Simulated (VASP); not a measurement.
Here is a VASP 6.6.1 calculation.

INCAR

```
SYSTEM = TiIn4
  PREC = Accurate
  ENCUT = 520
  EDIFF = 1E-6
  ISMEAR = 0
  SIGMA = 0.1
  LREAL = .False.
  LASPH = .True.
  NELM = 60
  ALGO = Fast
  ISIF = 2
  LWAVE = .False.
  LCHARG = .True.
  GGA = PE
  LELF = .True.
  LVHAR = .True.
  NBANDS = 40
```

KPOINTS

```
Automatic mesh
0
Gamma
  4 4 4
  0 0 0
```

Contents of POSCAR:

```
TiIn4
1.0
    5.1153572100      0.0000000000      0.0000000000
    0.0000000000      5.1153572100      0.0000000000
    0.0000000000      0.0000000000      5.1153572100
Ti In
1 4
Direct
    0.5000000000      0.5000000000      0.5000000000
    0.0000000000      0.5000000000      0.5000000000
    0.5000000000      0.0000000000      0.5000000000
    0.5000000000      0.5000000000      0.0000000000
    0.0000000000      0.0000000000      0.0000000000
```

Potentials or basis: VASP PAW PBE potentials, release 64 (Ti_sv, In_d).

The run is started by

```bash
$ cat potpaw_PBE.64/Ti_sv/POTCAR potpaw_PBE.64/In_d/POTCAR > POTCAR
$ mpirun -np 1 vasp_std > vasp.out
```

What does it give for the pressure?

8.5 GPa.

Predict the band gap on the k mesh.

zero (bands 32 and 33 overlap by 1.35 eV).

Caveat: the cell stands under pressure; spin-orbit coupling is left out, which moves the levels of the heavy elements.
